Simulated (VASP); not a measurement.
Input of a VASP 6.6.1 run:

Contents of INCAR:

```
SYSTEM = Cu
  PREC = Accurate
  ENCUT = 700
  EDIFF = 1E-6
  ISMEAR = 0
  SIGMA = 0.1
  LREAL = .FALSE.
  LASPH = .TRUE.
  NELM = 120
  ALGO = Normal
  ISIF = 2
  LWAVE = .FALSE.
  LCHARG = .FALSE.
  GGA = PS
  NBANDS = 26
  GGA_COMPAT = .FALSE.
```

File KPOINTS:

```
regular mesh
0
G
  8 8 8
  0 0 0
```

Contents of POSCAR:

```
Cu
1.0
   -2.2830145711      2.2830145711      1.1929130410
    2.2830145711     -2.2830145711      1.1929130410
    2.2830145711      2.2830145711     -1.1929130410
Cu
2
Direct
    0.0000000000      0.0000000000      0.0000000000
    0.7500000000      0.2500000000      0.5000000000
```

Potentials or basis: VASP PAW PBE potentials, release 64 (Cu_sv_GW).

Run with:

```console
$ cat potpaw_PBE.64/Cu_sv_GW/POTCAR > POTCAR
$ mpirun -np 1 vasp_std > vasp.out
```

(1) What does it give for the band gap on the k mesh?

(2) What does it give for the pressure?

Results:

(1) zero (band 19 reaches 8.99 eV, above the bottom of band 20 at 5.08 eV).

(2) -4.1 GPa.

Caveat: the k points lie up to 0.37 Å⁻¹ apart; the PAW data sets were made with another functional, which shifts forces and pressure a little.
